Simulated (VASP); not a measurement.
# Cu (Pm-3m) in VASP: single point with LDA

Aim: the single point of Cu with LDA.

Everything below comes from runs of VASP 6.6.1. Logs are shortened: lines on timing, memory, paths and dates and some standing lists are left out, and cuts for length are marked.

## (1) The cell of the first run

The structure is cubic, space group Pm-3m (No. 221). Conventional cell: a = 3.924 Å, b = 3.924 Å, c = 3.924 Å, α = 90.00°, β = 90.00°, γ = 90.00°. Cu (site symmetry m-3m) has 6 Cu at 3.92 Å within 5.2 Å.

## (2) Single point, LDA

The input, INCAR:

```
SYSTEM = Cu
  PREC = Accurate
  ENCUT = 520
  EDIFF = 1E-6
  ISMEAR = -1
  SIGMA = 0.05
  LREAL = .False.
  LASPH = .True.
  NELM = 100
  ALGO = Normal
  ISIF = 2
  LWAVE = .False.
  LCHARG = .True.
  GGA = CA
  LELF = .True.
  LVHAR = .True.
  NBANDS = 12
```

The input, KPOINTS:

```
Automatic mesh
0
Gamma
  6 6 6
  0 0 0
```

The input, POSCAR:

```
Cu
1.0
    3.9241510000      0.0000000000      0.0000000000
    0.0000000000      3.9241510000      0.0000000000
    0.0000000000      0.0000000000      3.9241510000
Cu
1
Direct
    0.0000000000      0.0000000000      0.0000000000
```

Potentials or basis: VASP PAW LDA potentials, release 64 (Cu).

Launch:

```sh
cat potpaw_LDA.64/Cu/POTCAR > POTCAR
mpirun -np 1 vasp_std > vasp.out
```

OUTCAR:

```text
SYSTEM = Cu
   PREC = Accurate
   ENCUT = 520
   EDIFF = 1E-6
   ISMEAR = -1
   LREAL = .False.
   LASPH = .True.
   NELM = 100
   ISIF = 2
   GGA = CA

 ion  position               nearest neighbor table
   1  0.000  0.000  0.000-

  LATTYP: Found a simple cubic cell.
 ALAT       =     3.9241510000

  Lattice vectors:

 A1 = (   3.9241510000,   0.0000000000,   0.0000000000)
 A2 = (   0.0000000000,   3.9241510000,   0.0000000000)
 A3 = (   0.0000000000,   0.0000000000,   3.9241510000)

Analysis of symmetry for initial positions (statically):
=====================================================================
 Subroutine PRICEL returns:
 Original cell was already a primitive cell.

 Routine SETGRP: Setting up the symmetry group for a
 simple cubic supercell.

 Subroutine GETGRP returns: Found 48 space group operations
 (whereof 48 operations were pure point group operations)
 out of a pool of 48 trial point group operations.

The static configuration has the point symmetry O_h .

Analysis of symmetry for dynamics (positions and initial velocities):
=====================================================================
 Subroutine PRICEL returns:
 Original cell was already a primitive cell.

 Routine SETGRP: Setting up the symmetry group for a
 simple cubic supercell.

 Subroutine GETGRP returns: Found 48 space group operations
 (whereof 48 operations were pure point group operations)
 out of a pool of 48 trial point group operations.

The dynamic configuration has the point symmetry O_h .

 Subroutine INISYM returns: Found 48 space group operations
 (whereof 48 operations are pure point group operations),
 and found     1 'primitive' translations

----------------------------------------------------------------------------------------

                                     Primitive cell

  volume of cell :      60.4278

  direct lattice vectors                    reciprocal lattice vectors
     3.924151000  0.000000000  0.000000000     0.254832192  0.000000000  0.000000000
     0.000000000  3.924151000  0.000000000     0.000000000  0.254832192  0.000000000
     0.000000000  0.000000000  3.924151000     0.000000000  0.000000000  0.254832192

  length of vectors
     3.924151000  3.924151000  3.924151000     0.254832192  0.254832192  0.254832192

  position of ions in fractional coordinates (direct lattice)
     0.000000000  0.000000000  0.000000000

  ion indices of the primitive-cell ions
   primitive index   ion index
                 1           1

----------------------------------------------------------------------------------------

 KPOINTS: Automatic mesh

Automatic generation of k-mesh.
 Grid dimensions read from file:
 generate k-points for:    6    6    6

 Generating k-lattice:

  Cartesian coordinates                     Fractional coordinates (reciprocal lattice)
     0.042472032  0.000000000  0.000000000     0.166666667  0.000000000  0.000000000
     0.000000000  0.042472032  0.000000000     0.000000000  0.166666667  0.000000000
     0.000000000  0.000000000  0.042472032     0.000000000  0.000000000  0.166666667

  Length of vectors
     0.042472032  0.042472032  0.042472032

  Shift w.r.t. Gamma in fractional coordinates (k-lattice)
     0.000000000  0.000000000  0.000000000

 Subroutine IBZKPT returns following result:
 ===========================================

 Found     20 irreducible k-points:

 Following reciprocal coordinates:
            Coordinates               Weight
  0.000000  0.000000  0.000000      1.000000
  0.166667  0.000000  0.000000      6.000000
  0.333333  0.000000  0.000000      6.000000
  0.500000  0.000000  0.000000      3.000000
  0.166667  0.166667  0.000000     12.000000
  0.333333  0.166667  0.000000     24.000000
[... 12 lines left out ...]
  0.500000  0.500000  0.333333      6.000000
  0.500000  0.500000  0.500000      1.000000
   k-points           NKPTS =     20   k-points in BZ     NKDIM =     20   number of bands    NBANDS=     12
   number of dos      NEDOS =    301   number of ions     NIONS =      1
   total plane-waves  NPLWV =  27000
   dimension x,y,z NGX =    30 NGY =   30 NGZ =   30
   dimension x,y,z NGXF=    60 NGYF=   60 NGZF=   60
   ions per type =               1
   NGX,Y,Z   is equivalent  to a cutoff of  12.71, 12.71, 12.71 a.u.
   NGXF,Y,Z  is equivalent  to a cutoff of  25.42, 25.42, 25.42 a.u.
 SYSTEM =  Cu
   PREC   = accura    normal or accurate (medium, high low for compatibility)
   ISTART =      0    job   : 0-new  1-cont  2-samecut
   ICHARG =      2    charge: 1-file 2-atom 10-const
   ISPIN  =      1    spin polarized calculation?
   LNONCOLLINEAR =      F non collinear calculations
   LSORBIT =      F    spin-orbit coupling
   LASPH  =      T    aspherical Exc in radial PAW
   ENCUT  =  520.0 eV  38.22 Ry    6.18 a.u.   7.30  7.30  7.30*2*pi/ulx,y,z
   NELM   =    100;   NELMIN=  2; NELMDL= -5     # of ELM steps
   EDIFF  = 0.1E-05   stopping-criterion for ELM
   LREAL  =      F    real-space projection
   EDIFFG = 0.1E-04   stopping-criterion for IOM
   NSW    =      0    number of steps for IOM
   IBRION =     -1    ionic relax: 0-MD 1-quasi-New 2-CG
   NFREE  =      0    steps in history (QN), initial steepest desc. (CG)
   ISIF   =      2    stress and relaxation
   ISYM   =      2    0-nonsym 1-usesym 2-fastsym
   POTIM  = 0.5000    time-step for ionic-motion
   TEBEG  =    0.0;   TEEND  =   0.0 temperature during run
   PSTRESS=    0.0 pullay stress
   NELECT =      11.0000    total number of electrons
   NUPDOWN=      -1.0000    fix difference up-down
   EMIN   =  10.00;   EMAX   =-10.00  energy-range for DOS
   EFERMI =   0.00;   METHOD = LEGACY
   ISMEAR =    -1;   SIGMA  =   0.05  broadening in eV -4-tet -1-fermi 0-gaus
   EFERMI_NEDOS =   21; number of points for ismear=-14 and -15
   IALGO  =     38    algorithm
   IMIX   =      4    mixing-type and parameters
     AMIX     =   0.40;   BMIX     =  1.00
     AMIX_MAG =   1.60;   BMIX_MAG =  1.00
  volume/ion in A,a.u.               =      60.43       407.79
  Fermi-wavevector in a.u.,A,eV,Ry     =   0.927812  1.753311 11.712374  0.860835
  Thomas-Fermi vector in A             =   2.053922
   LORBIT       =      0    0 simple, 1 ext, 2 COOP (PROOUT), +10 PAW based schemes
   GGA     = CA    functional components
   LHFCALC =     F    Hartree Fock is set to
   AEXX    =    0.0000 exact exchange contribution
   IVDW    =     0    specifies the selected vdW correction
   LEPSILON=     F    determine dielectric tensor
   LRPA    =     F    only Hartree local field effects (RPA)
 non-spin polarized calculation
  energy-cutoff  :      520.00
  volume of cell :       60.43
 maximum number of plane-waves:      1647
 NGX is ok and might be reduce to    30
   NGX = 15   NGY = 15   NGZ = 15

 number of electron      11.0000021 magnetization

 Free energy of the ion-electron system (eV)
  ---------------------------------------------------
  ext. energy  EPLUGINS =         0.00000000
  ---------------------------------------------------
  free energy    TOTEN  =        -1.02042754 eV

  energy without entropy =       -1.00883645  energy(sigma->0) =       -1.01463199

 E-fermi :  -2.5580     XC(G=0):  -5.9354

 val. band max:       -2.6040396882   @ k =   0.5000   0.1667   0.0000
 cond. band min:      -2.4708638935   @ k =   0.3333   0.3333   0.1667
 fundamental gap:      0.1331757948
 Fermi energy:        -2.5579910234

 k-point     1 :       0.0000    0.0000    0.0000
  band No.  band energies     occupation
      1      -4.6007      2.00000
      2      -3.5429      2.00000
      3      -3.5429      2.00000
      4      -3.3121      2.00000
      5      -3.3121      2.00000
      6      -3.3121      2.00000
      7       4.8548      0.00000
      8       4.8548      0.00000
      9       4.8548      0.00000
     10       6.2934      0.00000
     11       7.3151      0.00000
     12       7.3151      0.00000

 k-point     2 :       0.1667    0.0000    0.0000
  band No.  band energies     occupation
      1      -4.3625      2.00000
      2      -3.5376      2.00000
      3      -3.5044      2.00000
      4      -3.3281      2.00000
      5      -3.3281      2.00000
      6      -3.3108      2.00000
      7       2.7510      0.00000
      8       5.0882      0.00000
      9       5.0882      0.00000
     10       6.8197      0.00000
     11       7.5500      0.00000
     12       9.5630      0.00000

 k-point     3 :       0.3333    0.0000    0.0000
  band No.  band energies     occupation
      1      -3.8363      2.00000
      2      -3.5269      2.00000
      3      -3.3595      2.00000
      4      -3.3595      2.00000
      5      -3.3081      2.00000
      6      -3.2678      2.00000
      7       0.4579      0.00000
      8       5.6740      0.00000
      9       5.6740      0.00000
     10       7.5653      0.00000
     11       8.2491      0.00000
     12      10.4547      0.00000
[... 226 lines left out ...]
 k-point    19 :       0.5000    0.5000    0.3333
  band No.  band energies     occupation
      1      -3.4810      2.00000
      2      -3.4475      2.00000
      3      -3.4475      2.00000
      4      -3.3205      2.00000
      5      -3.2648      2.00000
      6      -0.6734      0.00000
      7       1.6489      0.00000
      8       1.6489      0.00000
      9       3.2870      0.00000
     10       4.5033      0.00000
     11       6.4457      0.00000
     12       6.4457      0.00000

 k-point    20 :       0.5000    0.5000    0.5000
  band No.  band energies     occupation
      1      -3.4729      2.00000
      2      -3.4729      2.00000
      3      -3.4729      2.00000
      4      -3.2639      2.00000
      5      -3.2639      2.00000
      6      -0.0859      0.00000
      7       2.1183      0.00000
      8       2.1183      0.00000
      9       2.1183      0.00000
     10       5.4750      0.00000
     11       5.4750      0.00000
     12       5.4750      0.00000

------------------------ aborting loop because EDIFF is reached ----------------------------------------

  FORCE on cell =-STRESS in cart. coord.  units (eV):
  Direction    XX          YY          ZZ          XY          YZ          ZX
  --------------------------------------------------------------------------------------
  -------------------------------------------------------------------------------------
  Total       -1.5011660     -1.5011660     -1.5011660     -0.0000000     -0.0000000     -0.0000000
  in kB      -39.8017507    -39.8017507    -39.8017507     -0.0000000     -0.0000000     -0.0000000
  external PRESSURE =     -39.8017507 kB  Pullay stress =       0.0000000 kB

 VOLUME and BASIS-vectors are now :
 -----------------------------------------------------------------------------
  energy-cutoff  :      520.00
  volume of cell :       60.43
      direct lattice vectors                 reciprocal lattice vectors
     3.924151000  0.000000000  0.000000000     0.254832192  0.000000000  0.000000000
     0.000000000  3.924151000  0.000000000     0.000000000  0.254832192  0.000000000
     0.000000000  0.000000000  3.924151000     0.000000000  0.000000000  0.254832192

 POSITION                                       TOTAL-FORCE (eV/Angst)
 -----------------------------------------------------------------------------------
      0.00000      0.00000      0.00000         0.000000      0.000000      0.000000
 -----------------------------------------------------------------------------------
    total drift:                               -0.000000      0.000000     -0.000000

  FREE ENERGIE OF THE ION-ELECTRON SYSTEM (eV)
  ---------------------------------------------------
  free  energy   TOTEN  =        -1.0204275390 eV

  energy  without entropy=       -1.0088364481  energy(sigma->0) =       -1.01463199
```

Run time: 8.5 s. Hardware: 1 thread of AMD EPYC 7R43 (Zen 3), shared host; peak memory 0.11 GiB.

What came out:

| Property | Result |
| --- | --- |
| Free energy | -1.0204 eV |
| Pressure | -4.0 GPa |

Levels at points of the mesh, in eV from the Fermi level:
```tsv
k point	band 2	band 3	band 4	band 5	band 6	band 7	band 8	band 9
(0.00, 0.00, 0.00)	-0.98	-0.98	-0.75	-0.75	-0.75	7.41	7.41	7.41
(0.50, 0.00, 0.00)	-0.96	-0.82	-0.82	-0.75	-0.18	1.81	8.64	8.64
(0.50, 0.50, 0.00)	-0.95	-0.81	-0.81	-0.71	1.09	3.31	3.31	6.08
(0.50, 0.50, 0.50)	-0.91	-0.91	-0.71	-0.71	2.47	4.68	4.68	4.68
```
